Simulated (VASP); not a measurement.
CdH6, 7 atoms in the cell. The typed cell holds 7 atoms: a = 5.838 Å, b = 5.965 Å, c = 5.871 Å, α = 86.83°, β = 89.03°, γ = 87.36°. 

| Property | Result |
| --- | --- |
| Program | VASP 6.6.1 |
| Task | single point |
| Functional | PBE |
| Potentials or basis | VASP PAW PBE potentials, release 64 (Cd, H) |
| Cutoff | 520 eV |
| k mesh | 4 × 4 × 4 |
| Occupations | gaussian, width 0.02 eV |
| Spin | no spin polarisation |
| Dipole correction | no |
| k mesh for the DOS | 6 × 6 × 6 |
| Occupations for the DOS | tetrahedron |
| Further INCAR settings | ALGO = Normal; EDIFF = 1e-07 |

Potentials or basis: VASP PAW PBE potentials, release 64 (Cd, H).

The run is started by

```console
$ cat potpaw_PBE.64/Cd/POTCAR potpaw_PBE.64/H/POTCAR > POTCAR
$ cp INCAR.step1 INCAR
$ cp KPOINTS.step1 KPOINTS
$ mpirun -np 1 vasp_std > vasp.out
$ cp INCAR.step2 INCAR
$ cp KPOINTS.step2 KPOINTS
$ mpirun -np 1 vasp_std > vasp.out
```

Hardware: 1 thread of Intel(R) Xeon(R) Platinum 8488C (Sapphire Rapids), with other jobs on the host.

Problem. How long does it take, and how much memory?

Solution. It took 2.5 min on 1 thread of Intel(R) Xeon(R) Platinum 8488C (Sapphire Rapids), with other jobs on the host, peak memory 0.51 GiB. Counts: k points 112.
